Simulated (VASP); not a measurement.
# IrO (P4/mmm) in VASP: single point with PBE

Aim: the single point of IrO with PBE.

Program: VASP 6.6.1. These are calculated values, not measurements. Logs are shortened: lines on timing, memory, paths and dates and some standing lists are left out, and cuts for length are marked.

## Step 1: The cell of the first run

Symmetry: P4/mmm, No. 123, tetragonal system. Conventional cell: a = 4.349 Å, b = 4.349 Å, c = 3.870 Å, α = 90.00°, β = 90.00°, γ = 90.00°. Within 3.1 Å of Ir (site symmetry 4/mmm) lie 8 O at 2.17 to 3.07 Å and 8 Ir at 2.91 Å. Ir (site symmetry mmm) has 2 O at 1.93 Å within 2.6 Å. O (site symmetry 4/mmm) has 4 O at 2.17 Å and 12 Ir at 2.91 to 3.07 Å within 3.1 Å. O (site symmetry mmm) has 4 Ir at 1.93 to 2.17 Å and 2 O at 2.17 Å within 2.6 Å.

The cell was generated, and may not be a known phase.

## Step 2: Single point, PBE, collinear spin

INCAR

```
SYSTEM = IrO
PREC = Accurate
ENCUT = 700
EDIFF = 1E-6
ISMEAR = 0
SIGMA = 0.1
LREAL = .FALSE.
LASPH = .TRUE.
NELM = 200
ALGO = Normal
ISIF = 2
LWAVE = .FALSE.
LCHARG = .FALSE.
ISPIN = 2
MAGMOM = 1 -1 -1 0 0 0
LORBIT = 11
LMAXMIX = 4
GGA = PE
NBANDS = 48
GGA_COMPAT = .FALSE.
```

KPOINTS

```
Automatic mesh
0
G
  4 4 4
  0 0 0
```

POSCAR

```
IrO
1.0
    4.3485478743      0.0000000000      0.0000000000
    0.0000000000      4.3485478743      0.0000000000
    0.0000000000      0.0000000000      3.8697046817
Ir O
3 3
Direct
    0.5000000000      0.5000000000      0.5000000000
    0.5000000000      0.0000000000      0.0000000000
    0.0000000000      0.5000000000      0.0000000000
    0.0000000000      0.0000000000      0.5000000000
    0.5000000000      0.0000000000      0.5000000000
    0.0000000000      0.5000000000      0.5000000000
```

Potentials or basis: VASP PAW PBE potentials, release 64 (Ir_sv_GW, O).

On the command line:

```sh
> cat potpaw_PBE.64/Ir_sv_GW/POTCAR potpaw_PBE.64/O/POTCAR > POTCAR
> mpirun -np 1 vasp_std > vasp.out
```

OUTCAR:

```text
SYSTEM = IrO
   PREC = Accurate
   ENCUT = 700
   EDIFF = 1E-6
   ISMEAR = 0
   LREAL = .FALSE.
   LASPH = .TRUE.
   NELM = 200
   ISIF = 2
   ISPIN = 2
   LORBIT = 11
   GGA = PE

 ion  position               nearest neighbor table
   1  0.500  0.500  0.500-   5 2.17   6 2.17   5 2.17   6 2.17   2 2.91   3 2.91   2 2.91   2 2.91
                             2 2.91   3 2.91   3 2.91   3 2.91
   2  0.500  0.000  0.000-   5 1.93   5 1.93   1 2.91   1 2.91   1 2.91   1 2.91   3 3.07   3 3.07
                             3 3.07   3 3.07
   3  0.000  0.500  0.000-   6 1.93   6 1.93   1 2.91   1 2.91   1 2.91   1 2.91   2 3.07   2 3.07
                             2 3.07   2 3.07
   4  0.000  0.000  0.500-
   5  0.500  0.000  0.500-   2 1.93   2 1.93   1 2.17   1 2.17
   6  0.000  0.500  0.500-   3 1.93   3 1.93   1 2.17   1 2.17

  LATTYP: Found a simple tetragonal cell.
 ALAT       =     4.3485478743
 C/A-ratio  =     0.8898843461

  Lattice vectors:

 A1 = (   4.3485478743,   0.0000000000,   0.0000000000)
 A2 = (   0.0000000000,   4.3485478743,   0.0000000000)
 A3 = (   0.0000000000,   0.0000000000,   3.8697046817)

Analysis of symmetry for initial positions (statically):
=====================================================================
 Subroutine PRICEL returns:
 Original cell was already a primitive cell.

 Routine SETGRP: Setting up the symmetry group for a
 simple tetragonal supercell.

 Subroutine GETGRP returns: Found 16 space group operations
 (whereof 16 operations were pure point group operations)
 out of a pool of 16 trial point group operations.

The static configuration has the point symmetry D_4h.

Analysis of symmetry for dynamics (positions and initial velocities):
=====================================================================
 Subroutine PRICEL returns:
 Original cell was already a primitive cell.

 Routine SETGRP: Setting up the symmetry group for a
 simple tetragonal supercell.

 Subroutine GETGRP returns: Found 16 space group operations
 (whereof 16 operations were pure point group operations)
 out of a pool of 16 trial point group operations.

The dynamic configuration has the point symmetry D_4h.

Analysis of structural, dynamic, and magnetic symmetry:
=====================================================================
 Subroutine PRICEL returns:
 Original cell was already a primitive cell.

 Routine SETGRP: Setting up the symmetry group for a
 simple tetragonal supercell.

 Subroutine GETGRP returns: Found 16 space group operations
 (whereof 16 operations were pure point group operations)
 out of a pool of 16 trial point group operations.

The overall configuration has the point symmetry D_4h.

 Subroutine INISYM returns: Found 16 space group operations
 (whereof 16 operations are pure point group operations),
 and found     1 'primitive' translations

----------------------------------------------------------------------------------------

                                     Primitive cell

  volume of cell :      73.1756

  direct lattice vectors                    reciprocal lattice vectors
     4.348547874  0.000000000  0.000000000     0.229961824  0.000000000  0.000000000
     0.000000000  4.348547874  0.000000000     0.000000000  0.229961824  0.000000000
     0.000000000  0.000000000  3.869704682     0.000000000  0.000000000  0.258417653

  length of vectors
     4.348547874  4.348547874  3.869704682     0.229961824  0.229961824  0.258417653

  position of ions in fractional coordinates (direct lattice)
     0.500000000  0.500000000  0.500000000
     0.500000000  0.000000000  0.000000000
     0.000000000  0.500000000  0.000000000
[... 36 lines left out ...]

 Found     18 irreducible k-points:

 Following reciprocal coordinates:
            Coordinates               Weight
  0.000000  0.000000  0.000000      1.000000
  0.250000  0.000000  0.000000      4.000000
  0.500000  0.000000  0.000000      2.000000
  0.250000  0.250000  0.000000      4.000000
  0.500000  0.250000  0.000000      4.000000
  0.500000  0.500000  0.000000      1.000000
[... 10 lines left out ...]
  0.500000  0.250000  0.500000      4.000000
  0.500000  0.500000  0.500000      1.000000
   k-points           NKPTS =     18   k-points in BZ     NKDIM =     18   number of bands    NBANDS=     48
   number of dos      NEDOS =    301   number of ions     NIONS =      6
   total plane-waves  NPLWV =  57600
   dimension x,y,z NGX =    40 NGY =   40 NGZ =   36
   dimension x,y,z NGXF=    80 NGYF=   80 NGZF=   72
   ions per type =               3   3
   NGX,Y,Z   is equivalent  to a cutoff of  15.29, 15.29, 15.47 a.u.
   NGXF,Y,Z  is equivalent  to a cutoff of  30.58, 30.58, 30.93 a.u.
 SYSTEM =  IrO
   PREC   = accura    normal or accurate (medium, high low for compatibility)
   ISTART =      0    job   : 0-new  1-cont  2-samecut
   ICHARG =      2    charge: 1-file 2-atom 10-const
   ISPIN  =      2    spin polarized calculation?
   LNONCOLLINEAR =      F non collinear calculations
   LSORBIT =      F    spin-orbit coupling
   LASPH  =      T    aspherical Exc in radial PAW
   ENCUT  =  700.0 eV  51.45 Ry    7.17 a.u.   9.38  9.38  8.35*2*pi/ulx,y,z
   NELM   =    200;   NELMIN=  2; NELMDL= -5     # of ELM steps
   EDIFF  = 0.1E-05   stopping-criterion for ELM
   LREAL  =      F    real-space projection
   EDIFFG = 0.1E-04   stopping-criterion for IOM
   NSW    =      0    number of steps for IOM
   IBRION =     -1    ionic relax: 0-MD 1-quasi-New 2-CG
   NFREE  =      0    steps in history (QN), initial steepest desc. (CG)
   ISIF   =      2    stress and relaxation
   ISYM   =      2    0-nonsym 1-usesym 2-fastsym
   POTIM  = 0.5000    time-step for ionic-motion
   TEBEG  =    0.0;   TEEND  =   0.0 temperature during run
   PSTRESS=    0.0 pullay stress
   NELECT =      69.0000    total number of electrons
   NUPDOWN=      -1.0000    fix difference up-down
   EMIN   =  10.00;   EMAX   =-10.00  energy-range for DOS
   EFERMI =   0.00;   METHOD = LEGACY
   ISMEAR =     0;   SIGMA  =   0.10  broadening in eV -4-tet -1-fermi 0-gaus
   EFERMI_NEDOS =   21; number of points for ismear=-14 and -15
   IALGO  =     38    algorithm
   IMIX   =      4    mixing-type and parameters
     AMIX     =   0.40;   BMIX     =  1.00
     AMIX_MAG =   1.60;   BMIX_MAG =  1.00
  volume/ion in A,a.u.               =      12.20        82.30
  Fermi-wavevector in a.u.,A,eV,Ry     =   1.605348  3.033667 35.064131  2.577141
  Thomas-Fermi vector in A             =   2.701708
   LORBIT       =     11    0 simple, 1 ext, 2 COOP (PROOUT), +10 PAW based schemes
   GGA     = PE    functional components
   LHFCALC =     F    Hartree Fock is set to
   AEXX    =    0.0000 exact exchange contribution
   IVDW    =     0    specifies the selected vdW correction
   LEPSILON=     F    determine dielectric tensor
   LRPA    =     F    only Hartree local field effects (RPA)
 spin polarized calculation
 Gauss-broadening in eV      SIGMA  =   0.10
  energy-cutoff  :      700.00
  volume of cell :       73.18
 maximum number of plane-waves:      3109
 NGX is ok and might be reduce to    40
   NGX = 19   NGY = 19   NGZ = 17

 number of electron      69.0000003 magnetization      -2.6082759

 Free energy of the ion-electron system (eV)
  ---------------------------------------------------
  ext. energy  EPLUGINS =         0.00000000
  ---------------------------------------------------
  free energy    TOTEN  =       -37.34601201 eV

  energy without entropy =      -37.31976790  energy(sigma->0) =      -37.33288995

 E-fermi :   8.1828     XC(G=0): -12.8599

 val. band max:        8.1506489008   @ k =   0.0000   0.0000   0.2500
 cond. band min:       8.1828821674   @ k =   0.2500   0.2500   0.0000
 fundamental gap:      0.0322332666
 Fermi energy:         8.1828334346

 spin component 1

 k-point     1 :       0.0000    0.0000    0.0000
  band No.  band energies     occupation
      1     -84.2905      1.00000
      2     -84.1699      1.00000
      3     -84.1644      1.00000
      4     -41.6151      1.00000
      5     -41.5744      1.00000
      6     -41.1695      1.00000
[... 871 lines left out ...]
     45      17.3686      0.00000
     46      17.3686      0.00000
 Fermi energy:         8.1828334346

 spin component 2

 k-point     1 :       0.0000    0.0000    0.0000
  band No.  band energies     occupation
      1     -84.3641      1.00000
      2     -84.3533      1.00000
      3     -84.3272      1.00000
      4     -41.8033      1.00000
      5     -41.7675      1.00000
      6     -41.2389      1.00000
[... 871 lines left out ...]
     45      17.1852      0.00000
     46      17.1852      0.00000
 [bands above 46 left out]

------------------------ aborting loop because EDIFF is reached ----------------------------------------

  FORCE on cell =-STRESS in cart. coord.  units (eV):
  Direction    XX          YY          ZZ          XY          YZ          ZX
  --------------------------------------------------------------------------------------
  -------------------------------------------------------------------------------------
  Total        1.3676603      1.3676603     -0.4284001      0.0000000      0.0000000      0.0000000
  in kB       29.9448731     29.9448731     -9.3798052      0.0000000      0.0000000      0.0000000
  external PRESSURE =      16.8366470 kB  Pullay stress =       0.0000000 kB

 VOLUME and BASIS-vectors are now :
 -----------------------------------------------------------------------------
  energy-cutoff  :      700.00
  volume of cell :       73.18
      direct lattice vectors                 reciprocal lattice vectors
     4.348547874  0.000000000  0.000000000     0.229961824  0.000000000  0.000000000
     0.000000000  4.348547874  0.000000000     0.000000000  0.229961824  0.000000000
     0.000000000  0.000000000  3.869704682     0.000000000  0.000000000  0.258417653

 POSITION                                       TOTAL-FORCE (eV/Angst)
 -----------------------------------------------------------------------------------
      2.17427      2.17427      1.93485         0.000000      0.000000      0.000000
      2.17427      0.00000      0.00000         0.000000      0.000000      0.000000
      0.00000      2.17427      0.00000         0.000000      0.000000      0.000000
      0.00000      0.00000      1.93485         0.000000      0.000000      0.000000
      2.17427      0.00000      1.93485         0.000000      0.000000      0.000000
      0.00000      2.17427      1.93485         0.000000      0.000000      0.000000
 -----------------------------------------------------------------------------------
    total drift:                                0.000000      0.000000     -0.000000

  FREE ENERGIE OF THE ION-ELECTRON SYSTEM (eV)
  ---------------------------------------------------
  free  energy   TOTEN  =       -37.3460120130 eV

  energy  without entropy=      -37.3197678959  energy(sigma->0) =      -37.33288995

 total charge

# of ion       s       p       d       f       tot
--------------------------------------------------
    1        3.186   6.055   6.398   0.022  15.660
    2        3.455   6.063   6.333   0.030  15.882
    3        3.455   6.063   6.333   0.030  15.882
    4        1.631   3.094   0.000   0.000   4.725
    5        1.568   3.397   0.000   0.000   4.965
    6        1.568   3.397   0.000   0.000   4.965
--------------------------------------------------
tot         14.863  28.068  19.064   0.083  62.079

 magnetization (x)

# of ion       s       p       d       f       tot
--------------------------------------------------
    1        0.011   0.001  -0.077  -0.000  -0.065
    2       -0.041  -0.000  -0.347  -0.000  -0.389
    3       -0.041  -0.000  -0.347  -0.000  -0.389
    4       -0.014  -1.204   0.000   0.000  -1.218
    5       -0.006  -0.181   0.000   0.000  -0.187
    6       -0.006  -0.181   0.000   0.000  -0.187
--------------------------------------------------
tot         -0.097  -1.565  -0.771  -0.001  -2.435
```

Run time: 7.7 min. Hardware: 1 thread of Intel Xeon Platinum 8259CL at 2.50GHz (Skylake/Cascade Lake), shared host; peak memory 0.35 GiB.

Results:

* Free energy: -37.3460 eV
* Pressure: 1.7 GPa
* Net moment: -2.61 μB per cell
* Site moments: Ir -0.07, -0.39 (each value once); O -1.22, -0.19 (each value once) μB
* Valence electrons inside the program's atomic spheres: Ir 15.66, 15.88 (each value once); O 4.72, 4.96 (each value once)

Stress tensor (GPa, compression positive):
```
 2.99  0.00  0.00
 0.00  2.99  0.00
 0.00  0.00 -0.94
```

Caveat: the k points lie up to 0.41 Å⁻¹ apart; spin-orbit coupling is left out, which moves the levels of the heavy elements.
